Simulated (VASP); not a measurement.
Input of a VASP 6.6.1 run:

INCAR

```
PREC     = Accurate       # precision mode
ENCUT    = 520            # plane-wave cutoff, eV
EDIFF    = 1E-7           # SCF threshold, eV
ISMEAR   = -1             # smearing method
SIGMA    = 0.05           # smearing width, eV
LREAL    = False          # projectors in reciprocal space
LASPH    = True           # aspherical terms in the spheres
NELM     = 60             # most SCF steps
ALGO     = Normal         # electronic algorithm
ISIF     = 2              # what is computed and relaxed
LWAVE    = False          # write WAVECAR
LCHARG   = False          # write CHGCAR
GGA      = RP             # functional
NBANDS   = 22             # bands
```

Contents of KPOINTS:

```
Automatic mesh
0
Gamma
  7 7 3
```

Contents of POSCAR:

```
Cl
1.0
    4.0217849096     -2.6618773953      0.0000000000
    4.0217849096      2.6618773953      0.0000000000
    0.0000000000      0.0000000000      9.3347422059
Cl
4
Direct
    0.9042803312      0.0957196688      0.0931923605
    0.5957196688      0.4042803312      0.5931923605
    0.0957196688      0.9042803312      0.9068076395
    0.4042803312      0.5957196688      0.4068076395
```

Potentials or basis: VASP PAW PBE potentials, release 64 (Cl).

Launch:

```sh
$ cat potpaw_PBE.64/Cl/POTCAR > POTCAR
$ mpirun -np 1 vasp_std > vasp.out
```

Task: What does it give for the pressure?

Result: -0.3 GPa.

Task: What does it give for the largest force?

Result: 0.208 eV/Å.

Task: Estimate the band gap on the k mesh.

Result: 2.70 eV (least direct gap 2.72 eV).

Forces on the atoms (eV/Å):
```
Cl   0.000 -0.105 -0.179
Cl   0.000  0.105 -0.179
Cl   0.000  0.105  0.179
Cl   0.000 -0.105  0.179
```

Caveat: this functional lacks dispersion, which holds the molecules together, so the pressure and a relaxed volume are unreliable; the PAW data sets were made with another functional, which shifts forces and pressure a little; this functional lacks dispersion, which binds layers or chains, so the pressure and a relaxed spacing across them are unreliable. A k mesh can miss the band edges.
